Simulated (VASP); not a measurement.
Set up this calculation in VASP 6.6.1, as the native input.

```yaml
Task: single point
Functional: PBE
Potentials_or_basis: VASP PAW PBE potentials, release 64 (Zn, O)
Cutoff: 520 eV
k_mesh: 8 × 8 × 5
Occupations: gaussian, width 0.01 eV
Spin: no spin polarisation
Dipole_correction: no
Further_INCAR_settings: ALGO = Normal; EDIFF = 1e-06; NBANDS = 26
```

The structure of ZnO lies in POSCAR:

```
ZnO
1.0
    3.2494000000      0.0000000000      0.0000000000
   -1.6247000000      2.8140629471      0.0000000000
    0.0000000000      0.0000000000      5.2038000000
Zn O
2 2
Direct
    0.3333333333      0.6666666667      0.0004774101
    0.6666666667      0.3333333333      0.5004774101
    0.3333333333      0.6666666667      0.3816225899
    0.6666666667      0.3333333333      0.8816225899
```

One way to write it, as run:

INCAR

```
  ALGO = Normal
  EDIFF = 1E-6
  ENCUT = 520
  GGA = PE
  ISIF = 2
  ISMEAR = 0
  LASPH = True
  LCHARG = False
  LREAL = False
  LWAVE = False
  NBANDS = 26
  NELM = 80
  PREC = Accurate
  SIGMA = 0.01
```

KPOINTS

```
k-points
0
Gamma
  8 8 5
```

Potentials or basis: VASP PAW PBE potentials, release 64 (Zn, O).

Command:

```bash
$ cat potpaw_PBE.64/Zn/POTCAR potpaw_PBE.64/O/POTCAR > POTCAR
$ mpirun -np 1 vasp_std > vasp.out
```

It gave:

* Pressure: 6.0 GPa
* Band gap on the k mesh: 0.79 eV, direct

Run time: 23 s on 1 thread of Intel Xeon 6455B, on a shared host, peak memory 0.17 GiB.
